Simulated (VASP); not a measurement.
# Pt in VASP: further runs, part 2 of 2

VASP 6.6.1.

## (5) Single point, PBEsol-based screened hybrid with 25 % exact exchange

File POSCAR:

```
Pt
1.0
   -1.5821724000      1.5849819900      1.5846552900
    1.6029151900     -1.5797795700      1.6001956600
    1.5674823500      1.5650895200     -1.5794528700
Pt
1
Direct
    0.0000000000      0.0000000000      0.0000000000
```

File INCAR.step1:

```
SYSTEM = Pt
PREC = Accurate
ENCUT = 520
EDIFF = 1E-5
ISMEAR = -1
SIGMA = 0.05
LREAL = .False.
LASPH = .True.
NELM = 80
ALGO = Normal
ISIF = 2
LWAVE = .True.
GGA = PE
NBANDS = 11
```

File INCAR.step2:

```
SYSTEM = Pt
PREC = Accurate
ENCUT = 520
EDIFF = 1E-6
ISMEAR = -1
SIGMA = 0.05
LREAL = .False.
LASPH = .True.
NELM = 80
ALGO = Normal
ISIF = 2
LWAVE = .False.
LCHARG = .True.
GGA = PS
LHFCALC = .True.
AEXX = 0.25
HFSCREEN = 0.207
PRECFOCK = Normal
LELF = .True.
LVHAR = .True.
ISTART = 1
NBANDS = 11
```

File KPOINTS:

```
Automatic mesh
0
Gamma
  6 6 6
  0 0 0
```

On the command line:

```console
> cat potpaw_PBE.64/Pt/POTCAR > POTCAR
> cp INCAR.step1 INCAR
> mpirun -np 1 vasp_std > vasp.out
> cp INCAR.step2 INCAR
> mpirun -np 1 vasp_std > vasp.out
```

It took 52 min on 1 thread of Intel Xeon 8259CL, shared host; peak memory 0.25 GiB.

The run converged. Its results:

- Free energy: -7.4007 eV
- Pressure: -14.5 GPa
- Band gap on the k mesh: zero (bands 5 and 6 overlap by 2.75 eV)

Stress tensor (GPa, compression positive):
```
-14.59   1.70  -2.38
  1.70 -14.50  -0.69
 -2.38  -0.69 -14.42
```

Levels at points of the mesh, in eV from the Fermi level:
| k point | band 1 | band 2 | band 3 | band 4 | band 5 | band 6 | band 7 | band 8 | band 9 | band 10 |
| --- | --- | --- | --- | --- | --- | --- | --- | --- | --- | --- |
| (0.00, 0.00, 0.00) | -9.94 | -3.91 | -3.78 | -3.66 | -1.39 | -1.30 | 18.54 | 18.79 | 18.91 | 28.84 |
| (0.50, 0.00, 0.00) | -7.04 | -5.32 | -1.41 | -0.86 | 0.78 | 1.49 | 7.65 | 14.74 | 17.58 | 26.04 |
| (0.00, 0.50, 0.00) | -7.06 | -5.28 | -1.44 | -0.86 | 0.66 | 1.43 | 7.47 | 14.90 | 17.79 | 26.05 |
| (0.50, 0.50, 0.00) | -7.05 | -5.38 | -1.34 | -0.81 | 0.76 | 1.47 | 7.62 | 14.74 | 17.50 | 26.28 |
| (0.00, 0.00, 0.50) | -7.02 | -5.32 | -1.40 | -0.91 | 0.91 | 1.57 | 7.86 | 14.62 | 17.36 | 25.94 |
| (0.50, 0.00, 0.50) | -7.02 | -5.20 | -1.53 | -0.99 | 0.86 | 1.56 | 7.81 | 14.73 | 17.60 | 25.57 |
| (0.00, 0.50, 0.50) | -7.03 | -5.29 | -1.44 | -0.90 | 0.83 | 1.52 | 7.75 | 14.72 | 17.51 | 25.92 |
| (0.50, 0.50, 0.50) | -6.71 | -6.70 | 0.82 | 0.93 | 1.09 | 8.74 | 8.88 | 9.09 | 14.69 | 20.53 |

Caveat: the k points lie up to 0.47 Å⁻¹ apart, too coarse for converged energies and pressures of a metal; the PAW data sets were made with another functional, which shifts forces and pressure a little; spin-orbit coupling is left out, which moves the levels of the heavy elements.

## (6) Single point, PBE-based screened hybrid with 25 % exact exchange

POSCAR is that of step 5.

File INCAR.step1:

```
SYSTEM = Pt
PREC = Accurate
ENCUT = 520
EDIFF = 1E-5
ISMEAR = -1
SIGMA = 0.05
LREAL = .FALSE.
LASPH = .TRUE.
NELM = 80
ALGO = Normal
ISIF = 2
LWAVE = .TRUE.
LCHARG = .FALSE.
NBANDS = 11
GGA = PE
```

File INCAR.step2:

```
SYSTEM = Pt
PREC = Accurate
ENCUT = 520
EDIFF = 1E-6
ISMEAR = -1
SIGMA = 0.05
LREAL = .FALSE.
LASPH = .TRUE.
NELM = 80
ALGO = Normal
ISIF = 2
LWAVE = .FALSE.
LCHARG = .FALSE.
GGA = PE
LHFCALC = .TRUE.
AEXX = 0.25
HFSCREEN = 0.3
PRECFOCK = Normal
NBANDS = 11
ISTART = 1
```

File KPOINTS:

```
Automatic mesh
0
G
  6 6 6
  0 0 0
```

Potentials or basis: VASP PAW PBE potentials, release 64 (Pt).

On the command line:

```console
> cat potpaw_PBE.64/Pt/POTCAR > POTCAR
> cp INCAR.step1 INCAR
> mpirun -np 1 vasp_std > vasp.out
> cp INCAR.step2 INCAR
> mpirun -np 1 vasp_std > vasp.out
```

Wall time 57 min (1 thread of Intel Xeon 6975P-C (Granite Rapids), shared host); peak memory 0.25 GiB.

Results (log left out):

| Property | Result |
| --- | --- |
| Free energy | -6.6653 eV |
| Pressure | -7.9 GPa |
| Band gap on the k mesh | zero (bands 5 and 6 overlap by 2.59 eV) |

Stress tensor (GPa, compression positive):
```
-7.98  1.72 -2.41
 1.72 -7.90 -0.70
-2.41 -0.70 -7.84
```

Levels at points of the mesh, in eV from the Fermi level:
```csv
k point,band 3,band 4,band 5,band 6,band 7,band 8
"(0.00, 0.00, 0.00)",-3.63,-3.51,-1.28,-1.18,18.39,18.63
"(0.50, 0.00, 0.00)",-1.30,-0.79,0.80,1.44,7.51,14.60
"(0.00, 0.50, 0.00)",-1.33,-0.78,0.68,1.38,7.32,14.76
"(0.50, 0.50, 0.00)",-1.22,-0.74,0.78,1.42,7.47,14.60
"(0.00, 0.00, 0.50)",-1.29,-0.83,0.93,1.51,7.72,14.49
"(0.50, 0.00, 0.50)",-1.42,-0.92,0.88,1.51,7.66,14.60
"(0.00, 0.50, 0.50)",-1.33,-0.82,0.85,1.47,7.60,14.59
"(0.50, 0.50, 0.50)",0.78,0.89,1.04,8.64,8.79,8.99
```

Caveat: the k points lie up to 0.47 Å⁻¹ apart, too coarse for converged energies and pressures of a metal; the PAW data sets were made with another functional, which shifts forces and pressure a little; spin-orbit coupling is left out, which moves the levels of the heavy elements.

## (7) The runs side by side

```tsv
task	level	cell	k mesh	cutoff (eV)	grid for exact exchange (PRECFOCK)	share of exact exchange	screening parameter	gap on the mesh (eV)	pressure (GPa)
relaxation of cell and atoms	PBE+D4	relaxed from a = 2.743, b = 2.761, c = 2.721 Å, angles 109.3, 109.6, 109.3°, 1 atom	12 × 12 × 12	600	-	-	-	none	0.0
single point	PBE0	a = 2.743, b = 2.761, c = 2.721 Å, angles 109.3, 109.6, 109.3°, 1 atom	6 × 6 × 6	520	Normal	0.25	-	none	-8.7
single point	PBEsol-based global hybrid with 25 % exact exchange	a = 2.688, b = 2.688, c = 2.686 Å, angles 110.2, 110.3, 107.9°, 1 atom	6 × 6 × 6	520	Normal	0.25	-	none	0.2
single point	PBEsol-based screened hybrid with 25 % exact exchange	a = 2.743, b = 2.761, c = 2.721 Å, angles 109.3, 109.6, 109.3°, 1 atom	6 × 6 × 6	520	Normal	0.25	0.207 1/Å	none	-14.5
single point	PBE-based screened hybrid with 25 % exact exchange	a = 2.743, b = 2.761, c = 2.721 Å, angles 109.3, 109.6, 109.3°, 1 atom	6 × 6 × 6	520	Normal	0.25	0.3 1/Å	none	-7.9
```

Alike in all rows: potentials or basis VASP PAW PBE potentials, release 64 (Pt); no spin polarisation; smearing fermi-dirac 0.05 eV.

Caveats: some runs use coarse meshes; spin-orbit coupling is left out, which moves the levels of the heavy elements; the PAW data sets were made with another functional, which shifts forces and pressure a little (at least some runs).

Total energies depend on the potentials used, so only differences within one code and one set of settings carry meaning.
